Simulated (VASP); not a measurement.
# Ti (P6_3/mmc) in VASP: further runs

Ti is run at these levels: r2SCAN+rVV10; tasks: single point.

Everything below comes from runs of VASP 6.6.1. Logs are shortened: lines on timing, memory, paths and dates and some standing lists are left out, and cuts for length are marked.

## (1) The cell of the first run

It takes space group P6_3/mmc (No. 194, hexagonal). The conventional cell has a = 2.936 Å, b = 2.936 Å, c = 4.641 Å, α = 90.00°, β = 90.00°, γ = 120.00°. Within 3.8 Å of Ti (site symmetry -6m2) lie 12 Ti at 2.87 to 2.94 Å.

## (2) Single point, r2SCAN+rVV10

Contents of POSCAR:

```
Ti
1.0
    2.9357319200      0.0000000000      0.0000000000
   -1.4678659600      2.5424184200      0.0000000000
    0.0000000000      0.0000000000      4.6408561500
Ti
2
Direct
    0.3333333300      0.6666666700      0.2500000000
    0.6666666700      0.3333333300      0.7500000000
```

Contents of INCAR.step1:

```
PREC     = Accurate       # precision mode
ENCUT    = 520            # plane-wave cutoff, eV
ISMEAR   = 0              # smearing method
SIGMA    = 0.1            # smearing width, eV
LREAL    = False          # projectors in reciprocal space
LASPH    = True           # aspherical terms in the spheres
NELM     = 60             # most SCF steps
NBANDS   = 19             # bands
GGA      = PE             # functional
ALGO     = Normal         # electronic algorithm
EDIFF    = 1E-4           # SCF threshold, eV
LWAVE    = True           # write WAVECAR
LCHARG   = False          # write CHGCAR
```

Contents of INCAR.step2:

```
PREC     = Accurate       # precision mode
ENCUT    = 520            # plane-wave cutoff, eV
EDIFF    = 1E-6           # SCF threshold, eV
ISMEAR   = 0              # smearing method
SIGMA    = 0.1            # smearing width, eV
LREAL    = False          # projectors in reciprocal space
LASPH    = True           # aspherical terms in the spheres
NELM     = 60             # most SCF steps
ALGO     = Normal         # electronic algorithm
ISIF     = 2              # what is computed and relaxed
LWAVE    = False          # write WAVECAR
LCHARG   = True           # write CHGCAR
METAGGA  = R2SCAN         # meta-GGA
LMIXTAU  = True         
LUSE_VDW = True         
IVDW_NL  = 2            
BPARAM   = 11.95        
CPARAM   = 0.0093       
LELF     = True           # ELF
LVHAR    = True         
NBANDS   = 19             # bands
ISTART   = 1
```

Contents of KPOINTS:

```
Automatic mesh
0
Gamma
  9 9 4
```

Potentials or basis: VASP PAW PBE potentials, release 64 (Ti_sv).

Started as:

```
$ cat potpaw_PBE.64/Ti_sv/POTCAR > POTCAR
$ cp INCAR.step1 INCAR
$ mpirun -np 1 vasp_std > vasp.out
$ cp INCAR.step2 INCAR
$ mpirun -np 1 vasp_std > vasp.out
```

OUTCAR:

```text
PREC = Accurate
   ENCUT = 520
   EDIFF = 1E-6
   ISMEAR = 0
   LREAL = False
   LASPH = True
   NELM = 60
   ISIF = 2
   METAGGA = R2SCAN
   IVDW_NL = 2
   BPARAM = 11.95
   ISTART = 1

 ion  position               nearest neighbor table
   1  0.333  0.667  0.250-   2 2.87   2 2.87   2 2.87   2 2.87   2 2.87   2 2.87
   2  0.667  0.333  0.750-   1 2.87   1 2.87   1 2.87   1 2.87   1 2.87   1 2.87

  LATTYP: Found a hexagonal cell.
 ALAT       =     2.9357319200
 C/A-ratio  =     1.5808174167

  Lattice vectors:

 A1 = (   2.9357319200,   0.0000000000,   0.0000000000)
 A2 = (  -1.4678659600,   2.5424184200,   0.0000000000)
 A3 = (   0.0000000000,   0.0000000000,   4.6408561500)

Analysis of symmetry for initial positions (statically):
=====================================================================
 Subroutine PRICEL returns:
 Original cell was already a primitive cell.

 Routine SETGRP: Setting up the symmetry group for a
 hexagonal supercell.

 Subroutine GETGRP returns: Found 24 space group operations
 (whereof 12 operations were pure point group operations)
 out of a pool of 24 trial point group operations.

The static configuration has the point symmetry D_3d.
 The point group associated with its full space group is D_6h.

Analysis of symmetry for dynamics (positions and initial velocities):
=====================================================================
 Subroutine PRICEL returns:
 Original cell was already a primitive cell.

 Routine SETGRP: Setting up the symmetry group for a
 hexagonal supercell.

 Subroutine GETGRP returns: Found 24 space group operations
 (whereof 12 operations were pure point group operations)
 out of a pool of 24 trial point group operations.

The dynamic configuration has the point symmetry D_3d.
 The point group associated with its full space group is D_6h.

 Subroutine INISYM returns: Found 24 space group operations
 (whereof 12 operations are pure point group operations),
 and found     1 'primitive' translations

----------------------------------------------------------------------------------------

                                     Primitive cell

  volume of cell :      34.6387

  direct lattice vectors                    reciprocal lattice vectors
     2.935731920  0.000000000  0.000000000     0.340630557  0.196663144  0.000000000
    -1.467865960  2.542418420  0.000000000     0.000000000  0.393326288  0.000000000
     0.000000000  0.000000000  4.640856150     0.000000000  0.000000000  0.215477483

  length of vectors
     2.935731920  2.935731919  4.640856150     0.393326288  0.393326288  0.215477483

  position of ions in fractional coordinates (direct lattice)
     0.333333330  0.666666670  0.250000000
     0.666666670  0.333333330  0.750000000

  ion indices of the primitive-cell ions
   primitive index   ion index
                 1           1
                 2           2

----------------------------------------------------------------------------------------

 KPOINTS: Automatic mesh

Automatic generation of k-mesh.
 Grid dimensions read from file:
 generate k-points for:    9    9    4

 Generating k-lattice:

  Cartesian coordinates                     Fractional coordinates (reciprocal lattice)
     0.037847840  0.021851460  0.000000000     0.111111111 -0.000000000  0.000000000
     0.000000000  0.043702921  0.000000000     0.000000000  0.111111111  0.000000000
     0.000000000  0.000000000  0.053869371     0.000000000  0.000000000  0.250000000

  Length of vectors
     0.043702921  0.043702921  0.053869371

  Shift w.r.t. Gamma in fractional coordinates (k-lattice)
     0.000000000  0.000000000  0.000000000

 Subroutine IBZKPT returns following result:
 ===========================================

 Found     36 irreducible k-points:

 Following reciprocal coordinates:
            Coordinates               Weight
  0.000000  0.000000  0.000000      1.000000
  0.111111 -0.000000  0.000000      6.000000
  0.222222 -0.000000  0.000000      6.000000
  0.333333 -0.000000  0.000000      6.000000
  0.444444 -0.000000  0.000000      6.000000
  0.111111  0.111111  0.000000      6.000000
[... 16 lines left out ...]
  0.333333  0.222222  0.250000     24.000000
  0.333333  0.333333  0.250000      4.000000
 [... further k-points ...]
   k-points           NKPTS =     36   k-points in BZ     NKDIM =     36   number of bands    NBANDS=     19
   number of dos      NEDOS =    301   number of ions     NIONS =      2
   total plane-waves  NPLWV =  20736
   dimension x,y,z NGX =    24 NGY =   24 NGZ =   36
   dimension x,y,z NGXF=    48 NGYF=   48 NGZF=   72
   ions per type =               2
   NGX,Y,Z   is equivalent  to a cutoff of  13.59, 13.59, 12.90 a.u.
   NGXF,Y,Z  is equivalent  to a cutoff of  27.18, 27.18, 25.79 a.u.
 SYSTEM =  unknown system
   PREC   = accura    normal or accurate (medium, high low for compatibility)
   ISTART =      1    job   : 0-new  1-cont  2-samecut
   ICHARG =      0    charge: 1-file 2-atom 10-const
   ISPIN  =      1    spin polarized calculation?
   LNONCOLLINEAR =      F non collinear calculations
   LSORBIT =      F    spin-orbit coupling
   LASPH  =      T    aspherical Exc in radial PAW
   ENCUT  =  520.0 eV  38.22 Ry    6.18 a.u.   5.46  5.46  8.63*2*pi/ulx,y,z
   NELM   =     60;   NELMIN=  2; NELMDL=  0     # of ELM steps
   EDIFF  = 0.1E-05   stopping-criterion for ELM
   LREAL  =      F    real-space projection
   EDIFFG = 0.1E-04   stopping-criterion for IOM
   NSW    =      0    number of steps for IOM
   IBRION =     -1    ionic relax: 0-MD 1-quasi-New 2-CG
   NFREE  =      0    steps in history (QN), initial steepest desc. (CG)
   ISIF   =      2    stress and relaxation
   ISYM   =      2    0-nonsym 1-usesym 2-fastsym
   POTIM  = 0.5000    time-step for ionic-motion
   TEBEG  =    0.0;   TEEND  =   0.0 temperature during run
   PSTRESS=    0.0 pullay stress
   NELECT =      24.0000    total number of electrons
   NUPDOWN=      -1.0000    fix difference up-down
   EMIN   =  10.00;   EMAX   =-10.00  energy-range for DOS
   EFERMI =   0.00;   METHOD = LEGACY
   ISMEAR =     0;   SIGMA  =   0.10  broadening in eV -4-tet -1-fermi 0-gaus
   EFERMI_NEDOS =   21; number of points for ismear=-14 and -15
   IALGO  =     38    algorithm
   IMIX   =      4    mixing-type and parameters
     AMIX     =   0.40;   BMIX     =  1.00
     AMIX_MAG =   1.60;   BMIX_MAG =  1.00
  volume/ion in A,a.u.               =      17.32       116.88
  Fermi-wavevector in a.u.,A,eV,Ry     =   1.448632  2.737518 28.552297  2.098535
  Thomas-Fermi vector in A             =   2.566451
   LORBIT       =      0    0 simple, 1 ext, 2 COOP (PROOUT), +10 PAW based schemes
   METAGGA = R2SCAN    functional components
   LHFCALC =     F    Hartree Fock is set to
   AEXX    =    0.0000 exact exchange contribution
   IVDW_NL    =     2    kernel type
   BPARAM     =11.9500
   IVDW    =     0    specifies the selected vdW correction
   LEPSILON=     F    determine dielectric tensor
   LRPA    =     F    only Hartree local field effects (RPA)
 non-spin polarized calculation
 Gauss-broadening in eV      SIGMA  =   0.10
  energy-cutoff  :      520.00
  volume of cell :       34.64
 maximum number of plane-waves:       965
 NGX is ok and might be reduce to    24
   NGX = 11   NGY = 11   NGZ = 17

 number of electron      24.0000002 magnetization

 Free energy of the ion-electron system (eV)
  ---------------------------------------------------
  ext. energy  EPLUGINS =         0.00000000
  ---------------------------------------------------
  free energy    TOTEN  =       -25.36206354 eV

  energy without entropy =      -25.35454500  energy(sigma->0) =      -25.35830427

 E-fermi :   8.3970     XC(G=0): -12.4324

 val. band max:        8.3702737849   @ k =   0.1111   0.1111   0.2500
 cond. band min:       8.4093894871   @ k =   0.2222   0.2222   0.5000
 fundamental gap:      0.0391157023
 Fermi energy:         8.3969818692

 k-point     1 :       0.0000    0.0000    0.0000
  band No.  band energies     occupation
      1     -50.7943      2.00000
      2     -50.6479      2.00000
      3     -26.3626      2.00000
      4     -25.6879      2.00000
      5     -25.6879      2.00000
      6     -25.6147      2.00000
[... 11 lines left out ...]
     18      10.2551      0.00000
     19      11.8291      0.00000

 k-point     2 :       0.1111   -0.0000    0.0000
  band No.  band energies     occupation
      1     -50.7816      2.00000
      2     -50.6430      2.00000
      3     -26.3341      2.00000
      4     -25.7451      2.00000
      5     -25.7069      2.00000
      6     -25.6425      2.00000
[... 11 lines left out ...]
     18      10.0606      0.00000
     19      11.9305      0.00000

 k-point     3 :       0.2222   -0.0000    0.0000
  band No.  band energies     occupation
      1     -50.7482      2.00000
      2     -50.6318      2.00000
      3     -26.2560      2.00000
      4     -25.8918      2.00000
      5     -25.7870      2.00000
      6     -25.7526      2.00000
[... 11 lines left out ...]
     18      10.6562      0.00000
     19      12.1014      0.00000

 k-point     4 :       0.3333   -0.0000    0.0000
  band No.  band energies     occupation
      1     -50.7066      2.00000
      2     -50.6224      2.00000
      3     -26.1495      2.00000
      4     -26.0609      2.00000
      5     -25.9434      2.00000
      6     -25.8020      2.00000
[... 11 lines left out ...]
     18      11.4453      0.00000
     19      12.2187      0.00000

 k-point     5 :       0.4444   -0.0000    0.0000
  band No.  band energies     occupation
      1     -50.6744      2.00000
      2     -50.6211      2.00000
      3     -26.1716      2.00000
      4     -26.0549      2.00000
      5     -26.0418      2.00000
      6     -25.8331      2.00000
[... 11 lines left out ...]
     18      12.2701      0.00000
     19      12.4759      0.00000
[... 334 lines left out ...]
      2     -50.6285      2.00000
      3     -26.2348      2.00000
      4     -26.1341      2.00000
      5     -25.9281      2.00000
      6     -25.8202      2.00000
[... 11 lines left out ...]
     18      12.1441      0.00000
     19      12.8502      0.00000

 k-point    22 :       0.2222    0.2222    0.2500
  band No.  band energies     occupation
      1     -50.6764      2.00000
      2     -50.6301      2.00000
      3     -26.1671      2.00000
      4     -26.0839      2.00000
      5     -25.8882      2.00000
      6     -25.8804      2.00000
[... 11 lines left out ...]
     18      12.0118      0.00000
     19      12.6179      0.00000

 k-point    23 :       0.3333    0.2222    0.2500
  band No.  band energies     occupation
      1     -50.6520      2.00000
      2     -50.6287      2.00000
      3     -26.1715      2.00000
      4     -26.1106      2.00000
      5     -25.9729      2.00000
      6     -25.8542      2.00000
[... 11 lines left out ...]
     18      12.1121      0.00000
     19      13.6490      0.00000

 k-point    24 :       0.3333    0.3333    0.2500
  band No.  band energies     occupation
      1     -50.6359      2.00000
      2     -50.6359      2.00000
      3     -26.1048      2.00000
      4     -26.1048      2.00000
      5     -26.0550      2.00000
      6     -25.8831      2.00000
[... 11 lines left out ...]
     18      11.7234      0.00000
     19      15.2405      0.00000

 [... further k-points ...]

------------------------ aborting loop because EDIFF is reached ----------------------------------------

  FORCE on cell =-STRESS in cart. coord.  units (eV):
  Direction    XX          YY          ZZ          XY          YZ          ZX
  --------------------------------------------------------------------------------------
  -------------------------------------------------------------------------------------
  Total       -0.1006077     -0.1006077     -0.3469464      0.0000000      0.0000000      0.0000000
  in kB       -4.6535041     -4.6535041    -16.0476479      0.0000000      0.0000000      0.0000000
  external PRESSURE =      -8.4515520 kB  Pullay stress =       0.0000000 kB

 VOLUME and BASIS-vectors are now :
 -----------------------------------------------------------------------------
  energy-cutoff  :      520.00
  volume of cell :       34.64
      direct lattice vectors                 reciprocal lattice vectors
     2.935731920  0.000000000  0.000000000     0.340630557  0.196663144  0.000000000
    -1.467865960  2.542418420  0.000000000     0.000000000  0.393326288  0.000000000
     0.000000000  0.000000000  4.640856150     0.000000000  0.000000000  0.215477483

 POSITION                                       TOTAL-FORCE (eV/Angst)
 -----------------------------------------------------------------------------------
     -0.00000      1.69495      1.16021         0.000000     -0.000000      0.000000
      1.46787      0.84747      3.48064        -0.000000      0.000000      0.000000
 -----------------------------------------------------------------------------------
    total drift:                               -0.000009      0.000005     -0.000000

  FREE ENERGIE OF THE ION-ELECTRON SYSTEM (eV)
  ---------------------------------------------------
  free  energy   TOTEN  =       -25.3620635425 eV

  energy  without entropy=      -25.3545450027  energy(sigma->0) =      -25.35830427
```

It took 3.4 min on 1 thread of Intel Xeon 8259CL, shared host; peak memory 0.26 GiB.

What came out:

| Quantity | Value |
| --- | --- |
| Free energy | -25.3621 eV |
| Pressure | -0.8 GPa |
| Band gap on the k mesh | zero (bands 12 and 13 overlap by 1.22 eV) |

Stress tensor (GPa, compression positive):
```
-0.47  0.00  0.00
 0.00 -0.47  0.00
 0.00  0.00 -1.60
```

Caveat: the PAW data sets were made with another functional, which shifts forces and pressure a little.

## (3) Single point, r2SCAN+rVV10

This run uses another cell than the first one, of 17.17 Å³/atom.

Contents of POSCAR:

```
Ti
1.0
    2.9282422603      0.0000000000      0.0000000000
   -1.4641211301      2.5359321858      0.0000000000
    0.0000000000      0.0000000000      4.6248179356
Ti
2
Direct
    0.3333333333      0.6666666667      0.2500000000
    0.6666666667      0.3333333333      0.7500000000
```

Contents of INCAR.step1:

```
SYSTEM = Ti
ALGO = Normal ; EDIFF = 1E-4
ENCUT = 520 ; GGA = PE
ISMEAR = 0 ; LASPH = .TRUE.
LCHARG = .FALSE. ; LREAL = .FALSE.
LWAVE = .TRUE. ; NBANDS = 19
NELM = 60 ; PREC = Accurate
SIGMA = 0.1
```

Contents of INCAR.step2:

```
SYSTEM = Ti
ALGO = Normal ; BPARAM = 11.95
CPARAM = 0.0093 ; EDIFF = 1E-6
ENCUT = 520 ; ISIF = 2
ISMEAR = 0 ; ISTART = 1
IVDW_NL = 2 ; LASPH = .TRUE.
LCHARG = .FALSE. ; LMIXTAU = .TRUE.
LREAL = .FALSE. ; LUSE_VDW = .TRUE.
LWAVE = .FALSE. ; METAGGA = R2SCAN
NBANDS = 19 ; NELM = 60
PREC = Accurate ; SIGMA = 0.1
```

Contents of KPOINTS:

```
k-points
0
G
  18 18 10
  0 0 0
```

Potentials or basis: VASP PAW PBE potentials, release 64 (Ti_sv).

Started as:

```
$ cat potpaw_PBE.64/Ti_sv/POTCAR > POTCAR
$ cp INCAR.step1 INCAR
$ mpirun -np 1 vasp_std > vasp.out
$ cp INCAR.step2 INCAR
$ mpirun -np 1 vasp_std > vasp.out
```

Wall time 8.9 min (1 thread of Intel Xeon 8259CL, shared host); peak memory 0.34 GiB.

Results (log left out):

| Property | Result |
| --- | --- |
| Free energy | -25.3527 eV |
| Pressure | 0.4 GPa |
| Band gap on the k mesh | zero (bands 12 and 13 overlap by 1.25 eV) |

Levels at points of the mesh, in eV from the Fermi level:
```csv
k point,band 9,band 10,band 11,band 12,band 13,band 14,band 15,band 16
"(0.00, 0.00, 0.00)",-6.66,-2.91,0.60,0.86,0.86,0.99,1.41,1.41
"(0.50, 0.00, 0.00)",-2.55,-2.33,-1.98,-0.86,0.60,0.71,1.29,3.58
"(0.00, 0.00, 0.50)",-4.70,-4.70,0.07,0.07,0.77,0.77,0.77,0.77
"(0.50, 0.00, 0.50)",-2.72,-2.72,-0.89,-0.89,1.26,1.26,1.92,1.92
```

Caveat: the PAW data sets were made with another functional, which shifts forces and pressure a little.
